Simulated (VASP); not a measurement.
Set up this calculation in VASP 6.6.1, as the native input.

```
Task                   : single point
Functional             : PBEsol
Potentials or basis    : VASP PAW PBE potentials, release 64 (Pd)
Cutoff                 : 520 eV
k mesh                 : 18 × 18 × 18
Occupations            : gaussian, width 0.1 eV
Spin                   : no spin polarisation
Dipole correction      : no
Further INCAR settings : ALGO = Normal; EDIFF = 1e-07; NBANDS = 11
```

The structure of Pd lies in POSCAR:

```
Pd
1.0
   -1.5418092555      1.5418092555      1.5418092555
    1.5418092555     -1.5418092555      1.5418092555
    1.5418092555      1.5418092555     -1.5418092555
Pd
1
Direct
    0.0000000000      0.0000000000      0.0000000000
```

This isn't the form of Pd at room conditions, which is fcc.

One way to write it, as run:

INCAR

```
PREC = Accurate
ENCUT = 520
EDIFF = 1E-7
ISMEAR = 0
SIGMA = 0.1
LREAL = False
LASPH = True
NELM = 80
ALGO = Normal
ISIF = 2
LWAVE = False
LCHARG = False
GGA = PS
NBANDS = 11
```

KPOINTS

```
regular mesh
0
Gamma
  18 18 18
```

Potentials or basis: VASP PAW PBE potentials, release 64 (Pd).

The run is started by

```bash
$ cat potpaw_PBE.64/Pd/POTCAR > POTCAR
$ mpirun -np 1 vasp_std > vasp.out
```

It gave:

* Pressure: -0.4 GPa
* Band gap on the k mesh: zero (bands 5 and 6 overlap by 1.68 eV)

Caveat: the PAW data sets were made with another functional, which shifts forces and pressure a little.

Run time: 42 s on 1 thread of Intel Xeon 8259CL (shared host), peak memory 0.15 GiB.
